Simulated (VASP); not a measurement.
# ZnSe2 (Pbca) in VASP: further runs, part 2 of 2

VASP 6.6.1. Earlier steps stand in the parts before.

**3. Single point, PBEsol (17.00 Å³/atom)**

This run uses another cell than the first one, of 17.00 Å³/atom.

Contents of INCAR:

```
PREC     = Accurate       # precision mode
ENCUT    = 520            # plane-wave cutoff, eV
EDIFF    = 1E-6           # SCF threshold, eV
ISMEAR   = 0              # smearing method
SIGMA    = 0.05           # smearing width, eV
LREAL    = False          # projectors in reciprocal space
LASPH    = True           # aspherical terms in the spheres
NELM     = 80             # most SCF steps
ALGO     = Normal         # electronic algorithm
ISIF     = 2              # what is computed and relaxed
LWAVE    = False          # write WAVECAR
LCHARG   = False          # write CHGCAR
GGA      = PS             # functional
NBANDS   = 60             # bands
```

Contents of KPOINTS:

```
Automatic mesh
0
Gamma
  6 6 6
```

Contents of POSCAR:

```
ZnSe2
1.0
    5.6546558049      0.0000000000      0.0000000000
    0.0000000000      5.6546558049      0.0000000000
    0.0000000000      0.0000000000      6.3795826791
Zn Se
4 8
Direct
    0.5000000000      0.5000000000      0.0000000000
    0.5000000000      0.0000000000      0.5000000000
    0.0000000000      0.5000000000      0.5000000000
    0.0000000000      0.0000000000      0.0000000000
    0.1099579274      0.8900420726      0.3900420726
    0.8900420726      0.3900420726      0.1099579274
    0.3900420726      0.1099579274      0.8900420726
    0.6099579274      0.6099579274      0.6099579274
    0.8900420726      0.1099579274      0.6099579274
    0.1099579274      0.6099579274      0.8900420726
    0.6099579274      0.8900420726      0.1099579274
    0.3900420726      0.3900420726      0.3900420726
```

Potentials or basis: VASP PAW PBE potentials, release 64 (Zn, Se).

Command:

```console
$ cat potpaw_PBE.64/Zn/POTCAR potpaw_PBE.64/Se/POTCAR > POTCAR
$ mpirun -np 1 vasp_std > vasp.out
```

OUTCAR:

```text
PREC = Accurate
   ENCUT = 520
   EDIFF = 1E-6
   ISMEAR = 0
   LREAL = False
   LASPH = True
   NELM = 80
   ISIF = 2
   GGA = PS

 ion  position               nearest neighbor table
   1  0.500  0.500  0.000-   6 2.40   7 2.40  10 2.40  11 2.40   8 2.64  12 2.64
   2  0.500  0.000  0.500-   5 2.40   8 2.40   9 2.40  12 2.40  11 2.64   7 2.64
   3  0.000  0.500  0.500-   5 2.40   8 2.40   9 2.40  12 2.40  10 2.64   6 2.64
   4  0.000  0.000  0.000-   6 2.40   7 2.40  10 2.40  11 2.40   5 2.64   9 2.64
   5  0.110  0.890  0.390-   9 2.25   3 2.40   2 2.40   4 2.64
   6  0.890  0.390  0.110-  10 2.25   4 2.40   1 2.40   3 2.64
   7  0.390  0.110  0.890-  11 2.25   4 2.40   1 2.40   2 2.64
   8  0.610  0.610  0.610-  12 2.25   3 2.40   2 2.40   1 2.64
   9  0.890  0.110  0.610-   5 2.25   3 2.40   2 2.40   4 2.64
  10  0.110  0.610  0.890-   6 2.25   4 2.40   1 2.40   3 2.64
  11  0.610  0.890  0.110-   7 2.25   4 2.40   1 2.40   2 2.64
  12  0.390  0.390  0.390-   8 2.25   3 2.40   2 2.40   1 2.64

  LATTYP: Found a simple tetragonal cell.
 ALAT       =     5.6546558049
 C/A-ratio  =     1.1282000000

  Lattice vectors:

 A1 = (   5.6546558049,   0.0000000000,   0.0000000000)
 A2 = (   0.0000000000,   5.6546558049,   0.0000000000)
 A3 = (   0.0000000000,   0.0000000000,   6.3795826791)

Analysis of symmetry for initial positions (statically):
=====================================================================
 Subroutine PRICEL returns:
 Original cell was already a primitive cell.

 Routine SETGRP: Setting up the symmetry group for a
 simple tetragonal supercell.

 Subroutine GETGRP returns: Found  8 space group operations
 (whereof  2 operations were pure point group operations)
 out of a pool of 16 trial point group operations.

The static configuration has the point symmetry S_2 .
 The point group associated with its full space group is D_2h.

Analysis of symmetry for dynamics (positions and initial velocities):
=====================================================================
 Subroutine PRICEL returns:
 Original cell was already a primitive cell.

 Routine SETGRP: Setting up the symmetry group for a
 simple tetragonal supercell.

 Subroutine GETGRP returns: Found  8 space group operations
 (whereof  2 operations were pure point group operations)
 out of a pool of 16 trial point group operations.

The dynamic configuration has the point symmetry S_2 .
 The point group associated with its full space group is D_2h.

 Subroutine INISYM returns: Found  8 space group operations
 (whereof  2 operations are pure point group operations),
 and found     1 'primitive' translations

----------------------------------------------------------------------------------------

                                     Primitive cell

  volume of cell :     203.9880

  direct lattice vectors                    reciprocal lattice vectors
     5.654655805  0.000000000  0.000000000     0.176845423  0.000000000  0.000000000
     0.000000000  5.654655805  0.000000000     0.000000000  0.176845423  0.000000000
     0.000000000  0.000000000  6.379582679     0.000000000  0.000000000  0.156750065

  length of vectors
     5.654655805  5.654655805  6.379582679     0.176845423  0.176845423  0.156750065

  position of ions in fractional coordinates (direct lattice)
[... 84 lines left out ...]
   dimension x,y,z NGX =    42 NGY =   42 NGZ =   48
   dimension x,y,z NGXF=    84 NGYF=   84 NGZF=   96
   ions per type =               4   8
   NGX,Y,Z   is equivalent  to a cutoff of  12.35, 12.35, 12.51 a.u.
   NGXF,Y,Z  is equivalent  to a cutoff of  24.70, 24.70, 25.02 a.u.
 SYSTEM =  unknown system
   PREC   = accura    normal or accurate (medium, high low for compatibility)
   ISTART =      0    job   : 0-new  1-cont  2-samecut
   ICHARG =      2    charge: 1-file 2-atom 10-const
   ISPIN  =      1    spin polarized calculation?
   LNONCOLLINEAR =      F non collinear calculations
   LSORBIT =      F    spin-orbit coupling
   LASPH  =      T    aspherical Exc in radial PAW
   ENCUT  =  520.0 eV  38.22 Ry    6.18 a.u.  10.51 10.51 11.86*2*pi/ulx,y,z
   NELM   =     80;   NELMIN=  2; NELMDL= -5     # of ELM steps
   EDIFF  = 0.1E-05   stopping-criterion for ELM
   LREAL  =      F    real-space projection
   EDIFFG = 0.1E-04   stopping-criterion for IOM
   NSW    =      0    number of steps for IOM
   IBRION =     -1    ionic relax: 0-MD 1-quasi-New 2-CG
   NFREE  =      0    steps in history (QN), initial steepest desc. (CG)
   ISIF   =      2    stress and relaxation
   ISYM   =      2    0-nonsym 1-usesym 2-fastsym
   POTIM  = 0.5000    time-step for ionic-motion
   TEBEG  =    0.0;   TEEND  =   0.0 temperature during run
   PSTRESS=    0.0 pullay stress
   NELECT =      96.0000    total number of electrons
   NUPDOWN=      -1.0000    fix difference up-down
   EMIN   =  10.00;   EMAX   =-10.00  energy-range for DOS
   EFERMI =   0.00;   METHOD = LEGACY
   ISMEAR =     0;   SIGMA  =   0.05  broadening in eV -4-tet -1-fermi 0-gaus
   EFERMI_NEDOS =   21; number of points for ismear=-14 and -15
   IALGO  =     38    algorithm
   IMIX   =      4    mixing-type and parameters
     AMIX     =   0.40;   BMIX     =  1.00
     AMIX_MAG =   1.60;   BMIX_MAG =  1.00
  volume/ion in A,a.u.               =      17.00       114.71
  Fermi-wavevector in a.u.,A,eV,Ry     =   1.273397  2.406371 22.062378  1.621539
  Thomas-Fermi vector in A             =   2.406222
   LORBIT       =      0    0 simple, 1 ext, 2 COOP (PROOUT), +10 PAW based schemes
   GGA     = PS    functional components
   LHFCALC =     F    Hartree Fock is set to
   AEXX    =    0.0000 exact exchange contribution
   IVDW    =     0    specifies the selected vdW correction
   LEPSILON=     F    determine dielectric tensor
   LRPA    =     F    only Hartree local field effects (RPA)
 non-spin polarized calculation
 Gauss-broadening in eV      SIGMA  =   0.05
  energy-cutoff  :      520.00
  volume of cell :      203.99
 maximum number of plane-waves:      5524
   NGX = 21   NGY = 21   NGZ = 23

 number of electron      96.0000122 magnetization

 Free energy of the ion-electron system (eV)
  ---------------------------------------------------
  ext. energy  EPLUGINS =         0.00000000
  ---------------------------------------------------
  free energy    TOTEN  =       -38.42163686 eV

  energy without entropy =      -38.42139604  energy(sigma->0) =      -38.42151645

 E-fermi :   6.6560     XC(G=0): -11.1976

 val. band max:        6.6372962560   @ k =   0.0000   0.0000   0.0000
 cond. band min:       6.6734339991   @ k =   0.0000   0.0000   0.0000
 fundamental gap:      0.0361377432
 Fermi energy:         6.6560014480

 k-point     1 :       0.0000    0.0000    0.0000
  band No.  band energies     occupation
      1     -11.2389      2.00000
      2      -9.9054      2.00000
      3      -9.4761      2.00000
      4      -9.4294      2.00000
      5      -7.3201      2.00000
      6      -6.8049      2.00000
[... 1501 lines left out ...]
     59      11.2313      0.00000
     60      11.7463      0.00000

 [... further k-points ...]

------------------------ aborting loop because EDIFF is reached ----------------------------------------

  FORCE on cell =-STRESS in cart. coord.  units (eV):
  Direction    XX          YY          ZZ          XY          YZ          ZX
  --------------------------------------------------------------------------------------
  -------------------------------------------------------------------------------------
  Total       33.2737363     33.7200011     16.9592659     -0.0000000      0.0000000      0.0000000
  in kB      261.3409905    264.8460757    133.2026951     -0.0000000      0.0000000      0.0000000
  external PRESSURE =     219.7965871 kB  Pullay stress =       0.0000000 kB

 VOLUME and BASIS-vectors are now :
 -----------------------------------------------------------------------------
  energy-cutoff  :      520.00
  volume of cell :      203.99
      direct lattice vectors                 reciprocal lattice vectors
     5.654655805  0.000000000  0.000000000     0.176845423  0.000000000  0.000000000
     0.000000000  5.654655805  0.000000000     0.000000000  0.176845423  0.000000000
     0.000000000  0.000000000  6.379582679     0.000000000  0.000000000  0.156750065

 POSITION                                       TOTAL-FORCE (eV/Angst)
 -----------------------------------------------------------------------------------
      2.82733      2.82733      0.00000         0.000000      0.000000      0.000000
      2.82733      0.00000      3.18979         0.000000      0.000000      0.000000
      0.00000      2.82733      3.18979         0.000000      0.000000      0.000000
      0.00000      0.00000      0.00000         0.000000      0.000000      0.000000
      0.62177      5.03288      2.48831         0.342407     -0.519069     -1.009271
      5.03288      2.20555      0.70149        -0.342407     -0.519069      1.009271
      2.20555      0.62177      5.67810        -0.342407      0.519069     -1.009271
      3.44910      3.44910      3.89128         0.342407      0.519069      1.009271
      5.03288      0.62177      3.89128        -0.342407      0.519069      1.009271
      0.62177      3.44910      5.67810         0.342407      0.519069     -1.009271
      3.44910      5.03288      0.70149         0.342407     -0.519069      1.009271
      2.20555      2.20555      2.48831        -0.342407     -0.519069     -1.009271
 -----------------------------------------------------------------------------------
    total drift:                                0.000000      0.000000     -0.000000

  FREE ENERGIE OF THE ION-ELECTRON SYSTEM (eV)
  ---------------------------------------------------
  free  energy   TOTEN  =       -38.4216368626 eV

  energy  without entropy=      -38.4213960425  energy(sigma->0) =      -38.42151645
```

It took 16 min on 1 thread of Oxide Virtual Turin-like, shared host; peak memory 0.63 GiB.

Results:

```yaml
Free_energy: -38.4216 eV
Pressure: 22.0 GPa
Largest_force: 1.185 eV/Å
Band_gap_on_the_k_mesh: 0.04 eV
```

Forces on the atoms (eV/Å):
```
Zn   0.000  0.000  0.000
Zn   0.000  0.000  0.000
Zn   0.000  0.000  0.000
Zn   0.000  0.000  0.000
Se   0.342 -0.519 -1.009
Se  -0.342 -0.519  1.009
Se  -0.342  0.519 -1.009
Se   0.342  0.519  1.009
Se  -0.342  0.519  1.009
Se   0.342  0.519 -1.009
Se   0.342 -0.519  1.009
Se  -0.342 -0.519 -1.009
```

Levels at points of the mesh, in eV from the valence-band top:
```csv
k point,band 45,band 46,band 47,band 48,band 49,band 50,band 51,band 52
"(0.00, 0.00, 0.00)",-1.59,-1.48,-1.40,0.00,0.04,1.79,1.80,2.15
"(0.50, 0.00, 0.00)",-1.88,-1.88,-1.05,-1.05,0.68,0.68,1.04,1.04
"(0.00, 0.50, 0.00)",-1.79,-1.79,-0.77,-0.77,0.75,0.75,0.94,0.94
"(0.50, 0.50, 0.00)",-2.42,-2.42,-2.42,-2.42,0.76,0.76,0.76,0.76
"(0.00, 0.00, 0.50)",-2.87,-2.87,-0.61,-0.61,0.27,0.27,0.81,0.81
"(0.50, 0.00, 0.50)",-2.20,-2.20,-2.20,-2.20,0.81,0.81,0.81,0.81
"(0.00, 0.50, 0.50)",-2.15,-2.15,-2.15,-2.15,0.44,0.44,0.44,0.44
"(0.50, 0.50, 0.50)",-2.87,-2.87,-2.87,-2.87,0.56,0.56,0.56,0.56
```

Caveat: the stress differs along the axes, from 13 to 26 GPa; the PAW data sets were made with another functional, which shifts forces and pressure a little. A k mesh can miss the band edges.
